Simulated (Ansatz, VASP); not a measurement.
**Al4N5 in VASP and in Ansatz**

Contents of INCAR:

```
SYSTEM = Al4N5
PREC = Accurate ; ENCUT = 520
EDIFF = 1E-6 ; ISMEAR = 0
SIGMA = 0.05 ; LREAL = .FALSE.
LASPH = .TRUE. ; NELM = 150
ALGO = Normal ; ISIF = 2
LWAVE = .FALSE. ; LCHARG = .TRUE.
ISPIN = 2 ; MAGMOM = 0 0 0 0 3 0 0 0 0
LORBIT = 11 ; LDIPOL = .TRUE.
IDIPOL = 3 ; DIPOL = 0.5 0.5 0.350
GGA = PE ; LELF = .TRUE.
LVHAR = .TRUE. ; LVACPOTAV = .TRUE.
NBANDS = 32
```

KPOINTS

```
Automatic mesh
0
G
  9 9 1
  0 0 0
```

POSCAR

```
Al4N5
1.0
    3.1297683445      0.0000000000      0.0000000000
   -1.5648841723      2.7104588943      0.0000000000
    0.0000000000      0.0000000000     25.0621509606
N Al
5 4
Direct
    0.3333333333      0.6666666667      0.1596032203
    0.6666666667      0.3333333333      0.2597004396
    0.3333333333      0.6666666667      0.3620561642
    0.6666666667      0.3333333333      0.4610505141
    0.6666666667      0.6666666667      0.5798445227
    0.6666666667      0.3333333333      0.1833176549
    0.3333333333      0.6666666667      0.2834148742
    0.6666666667      0.3333333333      0.3814237064
    0.3333333333      0.6666666667      0.4812895341
```

Input for Ansatz:

```yaml
crystal:
  lattice:
    - [3.1297683445, 0.0, 0.0]
    - [-1.5648841723, 2.7104588943, 0.0]
    - [0.0, 0.0, 25.0621509606]
  atoms:
    - { symbol: "N", position: [0.3333333333, 0.6666666667, 0.1596032203] }
    - { symbol: Al, position: [0.6666666667, 0.3333333333, 0.1833176549] }
    - { symbol: "N", position: [0.6666666667, 0.3333333333, 0.2597004396] }
    - { symbol: Al, position: [0.3333333333, 0.6666666667, 0.2834148742] }
    - { symbol: "N", position: [0.3333333333, 0.6666666667, 0.3620561642] }
    - { symbol: Al, position: [0.6666666667, 0.3333333333, 0.3814237064] }
    - { symbol: "N", position: [0.6666666667, 0.3333333333, 0.4610505141] }
    - { symbol: Al, position: [0.3333333333, 0.6666666667, 0.4812895341] }
    - { symbol: "N", position: [0.6666666667, 0.6666666667, 0.5798445227], spin: 3.0 }
basis:
  ecutwfc: 420
kpoints:
  mp_grid: { grid: [9, 9, 1] }
hamiltonian:
  xc: pbe
  pseudopotentials: { kind: paw, azcp: { folder: soft_1 } }
scf:
  occupations: { method: gaussian, width: 0.05 }
output:
  forces: true
  eigenvalues: true
  populations: true
magnetization:
  spin_polarized: true
efield:
  axis: 3
  dipole_correction: true
  ramp_width: 0.04
```

Alike in both runs: task single point; functional PBE; k mesh 9 × 9 × 1; occupations gaussian, width 0.05 eV; collinear spin.

|  | VASP | Ansatz |
| --- | --- | --- |
| version | VASP 6.6.1 | Ansatz 0.2.0 |
| potentials or method | VASP PAW PBE potentials, release 64 (N, Al), cutoff 520 eV | scalar-relativistic, plane waves, PAW |
| valence electrons in the cell | 37 | 37 |

VASP gave:

| Quantity | Value |
| --- | --- |
| gap on the k mesh at the Fermi level (eV) | none |
| rms of the force components (eV/Å) | 0.823 |
| net moment per atom (μB) | 0.27 |
| size of the moment on the site where the two differ most (μB) | 1.62 |
| work function, face that differs most (eV) | 7.65 |

Question: Which values does Ansatz return?

Answer: gap on the k mesh at the Fermi level (eV): none; rms of the force components (eV/Å): 0.898; net moment per atom (μB): 0.33; size of the moment on the site where the two differ most (μB): 2.18; work function, face that differs most (eV): 6.98.

Site moments also hang on the region over which each program counts them. A gap of «none» marks a metal or a gap that the smearing closes. Ansatz's warnings: vacuum below fermi.
